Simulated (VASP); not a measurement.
Ta2Ru: single point with PBE

The system is Ta2Ru.

```
CELL_PARAMETERS angstrom
7.43514 0.00000 0.00000
-3.71757 6.43902 0.00000
0.00000 0.00000 2.82322
ATOMIC_POSITIONS crystal
Ta 0.65096 0.00000 0.50000
Ta 0.00000 0.65096 0.50000
Ta 0.34904 0.34904 0.50000
Ta 0.00000 0.00000 0.50000
Ru 0.33333 0.66667 0.50000
Ru 0.66667 0.33333 0.50000
```

The cell was generated, and may not be a known phase.

| Quantity | Value |
| --- | --- |
| Program | VASP 6.6.1 |
| Task | single point |
| Functional | PBE |
| Potentials or basis | VASP PAW PBE potentials, release 64 (Ta_pv, Ru_pv) |
| Cutoff | 520 eV |
| k mesh | 3 × 3 × 6 |
| Occupations | gaussian, width 0.1 eV |
| Spin | collinear spin, ferromagnetic start |
| Starting moments | [0.0, 0.0, 0.0, 0.0, 1.0, 1.0] μB |

- Pressure: -0.1 GPa
- Largest force: 0.006 eV/Å
- Band gap on the k mesh: zero (filled and empty bands overlap)
- Net moment: 0.00 μB per cell
- Valence electrons inside the program's atomic spheres: Ta 8.99, 9.06 (each value once); Ru 12.84

Forces on the atoms (eV/Å):
```
Ta   0.006  0.000  0.000
Ta  -0.003  0.005  0.000
Ta  -0.003 -0.005  0.000
Ta   0.000  0.000  0.000
Ru   0.000  0.000  0.000
Ru   0.000  0.000  0.000
```

Stress tensor (GPa, compression positive):
```
-0.01  0.00  0.00
 0.00 -0.01  0.00
 0.00  0.00 -0.42
```

Levels at points of the mesh, in eV from the Fermi level:
Spin up:
| k point | band 34 | band 35 | band 36 | band 37 | band 38 | band 39 |
| --- | --- | --- | --- | --- | --- | --- |
| (0.00, 0.00, 0.00) | -0.47 | -0.47 | 0.00 | 0.00 | 0.21 | 0.21 |
| (0.00, 0.00, 0.50) | 0.27 | 0.30 | 0.30 | 1.17 | 1.17 | 1.40 |
Spin down:
| k point | band 32 | band 33 | band 34 | band 35 | band 36 | band 37 | band 38 | band 39 | band 40 | band 41 |
| --- | --- | --- | --- | --- | --- | --- | --- | --- | --- | --- |
| (0.00, 0.00, 0.00) | -0.75 | -0.69 | -0.47 | -0.47 | 0.00 | 0.00 | 0.21 | 0.21 | 0.87 | 0.87 |
| (0.00, 0.00, 0.50) | -1.04 | -0.61 | 0.27 | 0.29 | 0.29 | 1.17 | 1.17 | 1.40 | 1.40 | 2.87 |

Wall time 4.2 min on 1 thread of Oxide Virtual Turin-like Processor, with other jobs on the host, peak memory 0.34 GiB.

Caveat: the k points lie up to 0.37 Å⁻¹ apart; spin-orbit coupling is left out, which moves the levels of the heavy elements.
